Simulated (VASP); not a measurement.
Input of a VASP 6.6.1 run:

File INCAR:

```
PREC = Accurate ; ENCUT = 520
EDIFF = 1E-6 ; ISMEAR = 0
SIGMA = 0.1 ; LREAL = F
LASPH = T ; NELM = 80
ALGO = Normal ; ISIF = 2
LWAVE = F ; LCHARG = F
LDIPOL = T ; IDIPOL = 3
DIPOL = 0.5 0.5 0.348 ; GGA = PE
NBANDS = 26
```

File KPOINTS:

```
Automatic mesh
0
Gamma
  9 9 1
```

POSCAR

```
Au3C
1.0
    2.9402049748      0.0000000000      0.0000000000
   -1.4701024874      2.5462922005      0.0000000000
    0.0000000000      0.0000000000     21.8974947720
Au C
3 1
Direct
    0.6666666667      0.3333333333      0.1826692981
    0.3333333333      0.6666666667      0.2945190844
    0.0000000000      0.0000000000      0.4063247812
    0.4444444444     -0.4444444444      0.5099896079
```

Potentials or basis: VASP PAW PBE potentials, release 64 (Au, C).

Command:

```console
$ cat potpaw_PBE.64/Au/POTCAR potpaw_PBE.64/C/POTCAR > POTCAR
$ mpirun -np 1 vasp_std > vasp.out
```

Task: Predict the largest force.

Result: 1.406 eV/Å.

Forces in eV/Å, atoms in the order of the input:
```
Au   0.003 -0.002  0.117
Au   0.021 -0.012  0.057
Au  -0.083  0.048  1.231
C    0.060 -0.034 -1.405
```
